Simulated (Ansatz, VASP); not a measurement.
**Sn in VASP and in Ansatz**

The input POSCAR:

```
Sn
1.0
   -2.8519362416      2.8519362416      1.6232915187
    2.8519362416     -2.8519362416      1.6232915187
    2.8519362416      2.8519362416     -1.6232915187
Sn
2
Direct
    0.7500000000      0.2500000000      0.5000000000
    0.0000000000      0.0000000000      0.0000000000
```

The input INCAR.step1:

```
SYSTEM = Sn
  PREC = Accurate
  ENCUT = 520
  ISMEAR = 0
  SIGMA = 0.15
  LREAL = .FALSE.
  LASPH = .TRUE.
  NELM = 60
  NBANDS = 21
  GGA = PE
  ALGO = Normal
  EDIFF = 1E-4
  LWAVE = .TRUE.
  LCHARG = .FALSE.
```

INCAR.step2

```
SYSTEM = Sn
  PREC = Accurate
  ENCUT = 520
  EDIFF = 1E-6
  ISMEAR = 0
  SIGMA = 0.15
  LREAL = .FALSE.
  LASPH = .TRUE.
  NELM = 60
  ALGO = Normal
  ISIF = 2
  LWAVE = .FALSE.
  LCHARG = .FALSE.
  METAGGA = R2SCAN
  LMIXTAU = .TRUE.
  NBANDS = 21
  ISTART = 1
```

Contents of KPOINTS:

```
Automatic mesh
0
G
  16 16 16
  0 0 0
```

Input for Ansatz:

```yaml
crystal:
  lattice:
    - [-2.8519362416, 2.8519362416, 1.6232915187]
    - [2.8519362416, -2.8519362416, 1.6232915187]
    - [2.8519362416, 2.8519362416, -1.6232915187]
  atoms:
    - { symbol: Sn, position: [0.75, 0.25, 0.5] }
    - { symbol: Sn, position: [0.0, 0.0, 0.0] }
basis:
  ecutwfc: 500
kpoints:
  mp_grid: { grid: [16, 16, 16] }
hamiltonian:
  xc: r2scan
scf:
  occupations: { method: gaussian, width: 0.15 }
output:
  forces: true
  stress: true
  eigenvalues: true
```

Change from the starting cell: strain -0.030 along x and y, +0.015 along z, atoms carried along.

Alike in both runs: task single point; functional r2SCAN; k mesh 16 × 16 × 16; occupations gaussian, width 0.15 eV; no spin polarisation.

|  | VASP | Ansatz |
| --- | --- | --- |
| version | VASP 6.6.1 | Ansatz 0.2.0 |
| potentials or method | VASP PAW PBE potentials, release 64 (Sn_d), cutoff 520 eV | scalar-relativistic, plane waves, PAW |
| valence electrons in the cell | 28 | 28 |

```tsv
	VASP	Ansatz	Ansatz less VASP
gap on the k mesh at the Fermi level (eV)	none	none	-
pressure (GPa)	2.9	2.9	+0.01
traceless stress, the component that is largest in VASP (GPa)	-2.14	-2.14	+0.003
```

VASP's potentials were made for PBE, not for r2SCAN. A gap of «none» marks a metal or a gap that the smearing closes.
